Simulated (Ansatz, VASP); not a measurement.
One calculation of HfN, two programs

INCAR

```
PREC = Accurate ; ENCUT = 520
EDIFF = 1E-7 ; ISMEAR = 0
SIGMA = 0.15 ; LREAL = False
LASPH = True ; NELM = 60
ALGO = Normal ; ISIF = 2
LWAVE = False ; LCHARG = False
GGA = CA ; NBANDS = 14
```

The input KPOINTS:

```
Automatic mesh
0
Gamma
  18 18 18
```

Contents of POSCAR:

```
HfN
1.0
    0.0000000000      2.4397200000      2.4397200000
    2.4397200000      0.0000000000      2.4397200000
    2.4397200000      2.4397200000      0.0000000000
Hf N
1 1
Direct
    0.0000000000      0.0000000000      0.0000000000
    0.5000000000      0.5000000000      0.5000000000
```

Input for Ansatz:

```yaml
crystal:
  lattice:
    - [0.0, 2.43972, 2.43972]
    - [2.43972, 0.0, 2.43972]
    - [2.43972, 2.43972, 0.0]
  atoms:
    - { symbol: Hf, position: [0.0, 0.0, 0.0] }
    - { symbol: "N", position: [0.5, 0.5, 0.5] }
basis:
  ecutwfc: 420
kpoints:
  mp_grid: { grid: [18, 18, 18] }
hamiltonian:
  xc: lda
scf:
  occupations: { method: gaussian, width: 0.15 }
output:
  forces: true
  stress: true
  eigenvalues: true
```

Change from the starting cell: strain +0.080 along x and y, +0.080 along z, atoms carried along.

Alike in both runs: task single point; functional LDA; k mesh 18 × 18 × 18; occupations gaussian, width 0.15 eV; no spin polarisation.

|  | VASP | Ansatz |
| --- | --- | --- |
| version | VASP 6.6.1 | Ansatz 0.2.0 |
| potentials or method | VASP PAW LDA potentials, release 64 (Hf_pv, N), cutoff 520 eV | scalar-relativistic, plane waves, PAW |
| valence electrons in the cell | 15 | 31 |

```tsv
	VASP	Ansatz	Ansatz less VASP
gap on the k mesh at the Fermi level (eV)	none	none	-
pressure (GPa)	-46.0	-45.0	+1.00
```

LDA's correlation is that of Perdew and Zunger in VASP and of Perdew and Wang (1992) in Ansatz. A gap of «none» marks a metal or a gap that the smearing closes. Both programs put the cell under strong tension, so it lies far from rest at this level. VASP's potentials hold 15 valence electrons a cell and Ansatz's 31, so a difference there can come from the potentials and not from the codes.

Spin-orbit coupling is off throughout. Noted on VASP's run: the cell as given lies far from equilibrium.
